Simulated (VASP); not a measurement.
# CdOs2 (I4/mmm) in VASP: a series of runs

Runs on CdOs2. Level: PBE. Tasks: single point, relaxation of cell and atoms.

Everything below comes from runs of VASP 6.6.1. Logs are shortened: lines on timing, memory, paths and dates and some standing lists are left out, and cuts for length are marked.

## (1) The cell of the first run

Symmetry: I4/mmm, No. 139, tetragonal system. The conventional cell has a = 2.846 Å, b = 2.846 Å, c = 12.074 Å, α = 90.00°, β = 90.00°, γ = 90.00°. Within 4.1 Å of Cd (site symmetry 4/mmm) lie 8 Cd at 2.85 to 4.02 Å and 10 Os at 3.00 to 3.81 Å. Within 3.4 Å of Os (site symmetry 4mm) lie 8 Os at 2.57 to 2.85 Å and 4 Cd at 3.00 Å.

## (2) Single point, PBE

Contents of INCAR:

```
SYSTEM = CdOs2
PREC = Accurate
ENCUT = 520
EDIFF = 1E-6
ISMEAR = 0
SIGMA = 0.1
LREAL = .FALSE.
LASPH = .TRUE.
NELM = 60
ALGO = Normal
ISIF = 2
LWAVE = .FALSE.
LCHARG = .TRUE.
GGA = PE
LELF = .TRUE.
LVHAR = .TRUE.
NBANDS = 21
```

Contents of KPOINTS:

```
Automatic mesh
0
G
  8 8 8
  0 0 0
```

Contents of POSCAR:

```
CdOs2
1.0
   -1.4229566280      1.4229566280      6.0370333498
    1.4229566280     -1.4229566280      6.0370333498
    1.4229566280      1.4229566280     -6.0370333498
Cd Os
1 2
Direct
    0.0000000000      0.0000000000      0.0000000000
    0.6841055308      0.6841055308      0.0000000000
    0.3158944692      0.3158944692      0.0000000000
```

Potentials or basis: VASP PAW PBE potentials, release 64 (Cd, Os).

On the command line:

```bash
$ cat potpaw_PBE.64/Cd/POTCAR potpaw_PBE.64/Os/POTCAR > POTCAR
$ mpirun -np 1 vasp_std > vasp.out
```

OUTCAR:

```text
SYSTEM = CdOs2
   PREC = Accurate
   ENCUT = 520
   EDIFF = 1E-6
   ISMEAR = 0
   LREAL = .FALSE.
   LASPH = .TRUE.
   NELM = 60
   ISIF = 2
   GGA = PE

 ion  position               nearest neighbor table
   1  0.000  0.000  0.000-   3 3.00   2 3.00   2 3.00   2 3.00   2 3.00   3 3.00   3 3.00   3 3.00

   2  0.684  0.684  0.000-   3 2.57   3 2.57   3 2.57   3 2.57   1 3.00   1 3.00   1 3.00   1 3.00

   3  0.316  0.316  0.000-   2 2.57   2 2.57   2 2.57   2 2.57   1 3.00   1 3.00   1 3.00   1 3.00

  LATTYP: Found a body centered tetragonal cell.
 ALAT       =     2.8459132560
 C/A-ratio  =     4.2425982852

  Lattice vectors:

 A1 = (  -1.4229566280,   1.4229566280,   6.0370333498)
 A2 = (   1.4229566280,  -1.4229566280,   6.0370333498)
 A3 = (   1.4229566280,   1.4229566280,  -6.0370333498)

Analysis of symmetry for initial positions (statically):
=====================================================================
 Subroutine PRICEL returns:
 Original cell was already a primitive cell.

 Routine SETGRP: Setting up the symmetry group for a
 body centered tetragonal supercell.

 Subroutine GETGRP returns: Found 16 space group operations
 (whereof 16 operations were pure point group operations)
 out of a pool of 16 trial point group operations.

The static configuration has the point symmetry D_4h.

Analysis of symmetry for dynamics (positions and initial velocities):
=====================================================================
 Subroutine PRICEL returns:
 Original cell was already a primitive cell.

 Routine SETGRP: Setting up the symmetry group for a
 body centered tetragonal supercell.

 Subroutine GETGRP returns: Found 16 space group operations
 (whereof 16 operations were pure point group operations)
 out of a pool of 16 trial point group operations.

The dynamic configuration has the point symmetry D_4h.

 Subroutine INISYM returns: Found 16 space group operations
 (whereof 16 operations are pure point group operations),
 and found     1 'primitive' translations

----------------------------------------------------------------------------------------

                                     Primitive cell

  volume of cell :      48.8953

  direct lattice vectors                    reciprocal lattice vectors
    -1.422956628  1.422956628  6.037033350     0.000000000  0.351381054  0.082822136
     1.422956628 -1.422956628  6.037033350     0.351381054  0.000000000  0.082822136
     1.422956628  1.422956628 -6.037033350     0.351381054  0.351381054  0.000000000

  length of vectors
     6.363598259  6.363598259  6.363598259     0.361009905  0.361009905  0.496927852

  position of ions in fractional coordinates (direct lattice)
     0.000000000  0.000000000  0.000000000
     0.684105531  0.684105531  0.000000000
     0.315894469  0.315894469  0.000000000

  ion indices of the primitive-cell ions
   primitive index   ion index
                 1           1
                 2           2
                 3           3

----------------------------------------------------------------------------------------

 KPOINTS: Automatic mesh

Automatic generation of k-mesh.
 Grid dimensions read from file:
 generate k-points for:    8    8    8

 Generating k-lattice:

  Cartesian coordinates                     Fractional coordinates (reciprocal lattice)
     0.000000000  0.043922632  0.010352767     0.125000000 -0.000000000  0.000000000
     0.043922632  0.000000000  0.010352767    -0.000000000  0.125000000  0.000000000
     0.043922632  0.043922632  0.000000000     0.000000000  0.000000000  0.125000000

  Length of vectors
     0.045126238  0.045126238  0.062115982

  Shift w.r.t. Gamma in fractional coordinates (k-lattice)
     0.000000000  0.000000000  0.000000000

 Subroutine IBZKPT returns following result:
 ===========================================

 Found     59 irreducible k-points:

 Following reciprocal coordinates:
            Coordinates               Weight
  0.000000  0.000000  0.000000      1.000000
  0.125000  0.000000  0.000000      8.000000
  0.250000  0.000000  0.000000      8.000000
  0.375000  0.000000  0.000000      8.000000
  0.500000  0.000000  0.000000      4.000000
  0.125000  0.125000  0.000000      8.000000
[... 16 lines left out ...]
  0.250000  0.125000  0.125000     16.000000
  0.375000  0.125000  0.125000      8.000000
 [... further k-points ...]
   k-points           NKPTS =     59   k-points in BZ     NKDIM =     59   number of bands    NBANDS=     21
   number of dos      NEDOS =    301   number of ions     NIONS =      3
   total plane-waves  NPLWV = 110592
   dimension x,y,z NGX =    48 NGY =   48 NGZ =   48
   dimension x,y,z NGXF=    96 NGYF=   96 NGZF=   96
   ions per type =               1   2
   NGX,Y,Z   is equivalent  to a cutoff of  12.54, 12.54, 12.54 a.u.
   NGXF,Y,Z  is equivalent  to a cutoff of  25.08, 25.08, 25.08 a.u.
 SYSTEM =  CdOs2
   PREC   = accura    normal or accurate (medium, high low for compatibility)
   ISTART =      0    job   : 0-new  1-cont  2-samecut
   ICHARG =      2    charge: 1-file 2-atom 10-const
   ISPIN  =      1    spin polarized calculation?
   LNONCOLLINEAR =      F non collinear calculations
   LSORBIT =      F    spin-orbit coupling
   LASPH  =      T    aspherical Exc in radial PAW
   ENCUT  =  520.0 eV  38.22 Ry    6.18 a.u.  11.83 11.83 11.83*2*pi/ulx,y,z
   NELM   =     60;   NELMIN=  2; NELMDL= -5     # of ELM steps
   EDIFF  = 0.1E-05   stopping-criterion for ELM
   LREAL  =      F    real-space projection
   EDIFFG = 0.1E-04   stopping-criterion for IOM
   NSW    =      0    number of steps for IOM
   IBRION =     -1    ionic relax: 0-MD 1-quasi-New 2-CG
   NFREE  =      0    steps in history (QN), initial steepest desc. (CG)
   ISIF   =      2    stress and relaxation
   ISYM   =      2    0-nonsym 1-usesym 2-fastsym
   POTIM  = 0.5000    time-step for ionic-motion
   TEBEG  =    0.0;   TEEND  =   0.0 temperature during run
   PSTRESS=    0.0 pullay stress
   NELECT =      28.0000    total number of electrons
   NUPDOWN=      -1.0000    fix difference up-down
   EMIN   =  10.00;   EMAX   =-10.00  energy-range for DOS
   EFERMI =   0.00;   METHOD = LEGACY
   ISMEAR =     0;   SIGMA  =   0.10  broadening in eV -4-tet -1-fermi 0-gaus
   EFERMI_NEDOS =   21; number of points for ismear=-14 and -15
   IALGO  =     38    algorithm
   IMIX   =      4    mixing-type and parameters
     AMIX     =   0.40;   BMIX     =  1.00
     AMIX_MAG =   1.60;   BMIX_MAG =  1.00
  volume/ion in A,a.u.               =      16.30       109.99
  Fermi-wavevector in a.u.,A,eV,Ry     =   1.359477  2.569039 25.145986  1.848178
  Thomas-Fermi vector in A             =   2.486222
   LORBIT       =      0    0 simple, 1 ext, 2 COOP (PROOUT), +10 PAW based schemes
   GGA     = PE    functional components
   LHFCALC =     F    Hartree Fock is set to
   AEXX    =    0.0000 exact exchange contribution
   IVDW    =     0    specifies the selected vdW correction
   LEPSILON=     F    determine dielectric tensor
   LRPA    =     F    only Hartree local field effects (RPA)
 non-spin polarized calculation
 Gauss-broadening in eV      SIGMA  =   0.10
  energy-cutoff  :      520.00
  volume of cell :       48.90
 maximum number of plane-waves:      1339
   NGX = 23   NGY = 23   NGZ = 23

 number of electron      28.0000001 magnetization

 Free energy of the ion-electron system (eV)
  ---------------------------------------------------
  ext. energy  EPLUGINS =         0.00000000
  ---------------------------------------------------
  free energy    TOTEN  =       -22.28653707 eV

  energy without entropy =      -22.27398953  energy(sigma->0) =      -22.28026330

 E-fermi :   6.3551     XC(G=0): -12.9200

 val. band max:        6.3519756416   @ k =  -0.3750   0.5000   0.2500
 cond. band min:       6.3802418667   @ k =  -0.3750   0.3750   0.0000
 fundamental gap:      0.0282662251
 Fermi energy:         6.3550539823

 k-point     1 :       0.0000    0.0000    0.0000
  band No.  band energies     occupation
      1      -3.4829      2.00000
      2      -3.2612      2.00000
      3      -2.8925      2.00000
      4      -1.8342      2.00000
      5      -1.8342      2.00000
      6      -1.4942      2.00000
[... 13 lines left out ...]
     20      19.3198      0.00000
     21      19.4060      0.00000

 k-point     2 :       0.1250    0.0000    0.0000
  band No.  band energies     occupation
      1      -3.1783      2.00000
      2      -3.0693      2.00000
      3      -2.7371      2.00000
      4      -2.0063      2.00000
      5      -1.8179      2.00000
      6      -1.5817      2.00000
[... 13 lines left out ...]
     20      17.3716      0.00000
     21      17.4682      0.00000

 k-point     3 :       0.2500    0.0000    0.0000
  band No.  band energies     occupation
      1      -3.0326      2.00000
      2      -2.4906      2.00000
      3      -2.3592      2.00000
      4      -1.7945      2.00000
      5      -1.7875      2.00000
      6      -1.7822      2.00000
[... 13 lines left out ...]
     20      14.6184      0.00000
     21      18.1759      0.00000

 k-point     4 :       0.3750    0.0000    0.0000
  band No.  band energies     occupation
      1      -2.9325      2.00000
      2      -2.7752      2.00000
      3      -2.0470      2.00000
      4      -1.9858      2.00000
      5      -1.7521      2.00000
      6      -0.4228      2.00000
[... 13 lines left out ...]
     20      12.3581      0.00000
     21      17.2991      0.00000

 k-point     5 :       0.5000    0.0000    0.0000
  band No.  band energies     occupation
      1      -2.9247      2.00000
      2      -2.8758      2.00000
      3      -2.0659      2.00000
      4      -1.9400      2.00000
      5      -1.7415      2.00000
      6      -0.0219      2.00000
[... 13 lines left out ...]
     20      11.7440      0.00000
     21      15.3174      0.00000
[... 382 lines left out ...]
     20      13.1264      0.00000
     21      13.9047      0.00000

 k-point    22 :       0.1250    0.1250    0.1250
  band No.  band energies     occupation
      1      -2.3994      2.00000
      2      -2.3736      2.00000
      3      -2.3360      2.00000
      4      -2.2566      2.00000
      5      -2.2298      2.00000
      6      -0.4207      2.00000
[... 13 lines left out ...]
     20      13.8562      0.00000
     21      16.3592      0.00000

 k-point    23 :       0.2500    0.1250    0.1250
  band No.  band energies     occupation
      1      -2.6466      2.00000
      2      -2.6049      2.00000
      3      -2.2617      2.00000
      4      -2.2003      2.00000
      5      -1.8966      2.00000
      6       0.6920      2.00000
[... 13 lines left out ...]
     20      13.5518      0.00000
     21      15.3000      0.00000

 k-point    24 :       0.3750    0.1250    0.1250
  band No.  band energies     occupation
      1      -2.7596      2.00000
      2      -2.7006      2.00000
      3      -2.2411      2.00000
      4      -2.1742      2.00000
      5      -1.7504      2.00000
      6       1.1644      2.00000
[... 13 lines left out ...]
     20      13.6771      0.00000
     21      14.9061      0.00000

 [... further k-points ...]
[... 5 lines left out ...]
  --------------------------------------------------------------------------------------
  -------------------------------------------------------------------------------------
  Total       -0.0102166     -0.0102166      0.2054512      0.0000000     -0.0000000      0.0000000
  in kB       -0.3347724     -0.3347724      6.7321273      0.0000000     -0.0000000      0.0000000
  external PRESSURE =       2.0208608 kB  Pullay stress =       0.0000000 kB

 VOLUME and BASIS-vectors are now :
 -----------------------------------------------------------------------------
  energy-cutoff  :      520.00
  volume of cell :       48.90
      direct lattice vectors                 reciprocal lattice vectors
    -1.422956628  1.422956628  6.037033350     0.000000000  0.351381054  0.082822136
     1.422956628 -1.422956628  6.037033350     0.351381054  0.000000000  0.082822136
     1.422956628  1.422956628 -6.037033350     0.351381054  0.351381054  0.000000000

 POSITION                                       TOTAL-FORCE (eV/Angst)
 -----------------------------------------------------------------------------------
      0.00000      0.00000      0.00000        -0.000000     -0.000000     -0.000000
      0.00000      0.00000      8.25994        -0.000000     -0.000000      0.089726
      0.00000      0.00000      3.81413         0.000000      0.000000     -0.089726
 -----------------------------------------------------------------------------------
    total drift:                               -0.000000      0.000000      0.000000

  FREE ENERGIE OF THE ION-ELECTRON SYSTEM (eV)
  ---------------------------------------------------
  free  energy   TOTEN  =       -22.2865370731 eV

  energy  without entropy=      -22.2739895316  energy(sigma->0) =      -22.28026330
```

It took 2.2 min on 1 thread of Intel Xeon Platinum 8488C (Sapphire Rapids), shared host; peak memory 0.34 GiB.

Results:

```
Free energy            : -22.2865 eV
Pressure               : 0.2 GPa
Largest force          : 0.090 eV/Å
Band gap on the k mesh : zero (bands 14 and 15 overlap by 2.67 eV)
```

Forces in eV/Å, atoms in the order of the input:
```
Cd   0.000  0.000  0.000
Os   0.000  0.000  0.090
Os   0.000  0.000 -0.090
```

Caveat: spin-orbit coupling is left out, which moves the levels of the heavy elements.

## (3) Relaxation of cell and atoms, PBE

This run uses another cell than the first one, of 16.23 Å³/atom.

Contents of INCAR:

```
SYSTEM = CdOs2
PREC = Accurate
ENCUT = 600
EDIFF = 1E-6
ISMEAR = 0
SIGMA = 0.1
LREAL = .FALSE.
LASPH = .TRUE.
NELM = 100
ALGO = Normal
ISIF = 3
LWAVE = .FALSE.
LCHARG = .FALSE.
GGA = PE
IBRION = 2
NSW = 90
EDIFFG = -0.04
```

KPOINTS is that of step 2.

Contents of POSCAR:

```
CdOs2
1.0
   -1.7056721284      1.7056721284      4.1842269400
    1.7056721284     -1.7056721284      4.1842269400
    1.7056721284      1.7056721284     -4.1842269400
Cd Os
1 2
Direct
    0.0000000000      0.0000000000      0.0000000000
    0.6650000000      0.6650000000      0.0000000000
    0.3350000000      0.3350000000      0.0000000000
```

Potentials or basis: VASP PAW PBE potentials, release 64 (Cd, Os).

On the command line:

```bash
$ cat potpaw_PBE.64/Cd/POTCAR potpaw_PBE.64/Os/POTCAR > POTCAR
$ mpirun -np 1 vasp_std > vasp.out
```

Wall time 18 min (1 thread of Intel Xeon Platinum 8488C (Sapphire Rapids), shared host); peak memory 0.3 GiB.

The run converged. Its results:

* Free energy: -22.2668 eV
* Relaxed volume: 16.31 Å³/atom
* Relaxed cell: a = 6.369 Å, b = 6.369 Å, c = 6.369 Å, α = 154.18°, β = 154.18°, γ = 36.84°
* Space group after relaxing (to 0.1 Å): I4/mmm (No. 139)
* Energy gained by relaxing: 607.3 meV/atom
* Ionic steps: 24
* Pressure after relaxing: 0.2 GPa
* Largest force after relaxing: 0.011 eV/Å
* Band gap on the k mesh: zero (bands 14 and 15 overlap by 2.66 eV)

Forces on the atoms (eV/Å):
```
Cd   0.000  0.000  0.000
Os   0.000  0.000 -0.011
Os   0.000  0.000  0.011
```

Stress tensor (GPa, compression positive):
```
0.11 0.00 0.00
0.00 0.11 0.00
0.00 0.00 0.33
```

Step by step:
| step | energy change (eV) | largest force (eV/Å) | pressure (GPa) | volume (Å³) |
| --- | --- | --- | --- | --- |
| 1 | 0.0000 | 1.0155 | -2.69 | 48.69 |
| 2 | -0.1736 | 0.8065 | 6.65 | 46.76 |
| 3 | -0.0809 | 1.0246 | 28.49 | 44.07 |
| 4 | -0.2053 | 0.4648 | 11.92 | 45.96 |
| 5 | -0.2713 | 0.2430 | 11.22 | 46.13 |
| 6 | -0.4193 | 0.5374 | 10.79 | 46.60 |
| 7 | -0.5189 | 1.5379 | 16.20 | 47.31 |
| 8 | -0.7446 | 1.0139 | 4.73 | 49.69 |
| 9 | -0.8529 | 0.6358 | -5.95 | 52.70 |
| 10 | -0.8542 | 0.5987 | -7.27 | 53.15 |
| 11 | -1.0027 | 1.2429 | -8.50 | 53.63 |
| 12 | -1.3805 | 1.6557 | -10.00 | 54.57 |
| 13 | -1.4180 | 1.6391 | -9.35 | 54.76 |
| 14 | -1.4145 | 1.6572 | -9.71 | 54.69 |
| 15 | -1.6340 | 1.8806 | -0.88 | 51.47 |
| 16 | -1.6438 | 1.8348 | 2.30 | 50.59 |
| 17 | -1.7178 | 0.2635 | -2.89 | 50.28 |
| 18 | -1.7192 | 0.0723 | -2.34 | 50.32 |
| 19 | -1.7811 | 0.0468 | -0.19 | 49.46 |
| 20 | -1.8089 | 0.0263 | 2.44 | 48.57 |
| 21 | -1.8102 | 0.0275 | 3.33 | 48.31 |
| 22 | -1.8165 | 0.3886 | -2.38 | 49.28 |
| 23 | -1.8200 | 0.2565 | -0.29 | 48.92 |
| 24 | -1.8218 | 0.0115 | 0.18 | 48.94 |

Final structure:
```
Cd Os
1.0
    -1.42288    1.42288    6.04274
     1.42288   -1.42288    6.04274
     1.42288    1.42288   -6.04274
Cd Os
1 2
Cartesian
  0.0000 0.0000 0.0000
  0.0000 0.0000 8.2707
  1.4229 1.4229 -2.2280
```

Levels at points of the mesh, in eV from the Fermi level:
```
           k point  band 12  band 13  band 14  band 15  band 16  band 17
(0.00, 0.00, 0.00)    -2.19    -2.19    -0.72     0.93     0.93     1.27
(0.50, 0.00, 0.00)    -2.28    -2.26    -0.89     1.48     1.65     1.73
(0.50, 0.50, 0.00)     0.38     0.49     1.05     2.29     2.29     4.01
(0.50, 0.50, 0.50)    -2.32    -1.03    -0.73     1.23     1.23     2.02
```

Caveat: a cell axis changed by over 15 % at a fixed basis, so the end point is rough; spin-orbit coupling is left out, which moves the levels of the heavy elements.
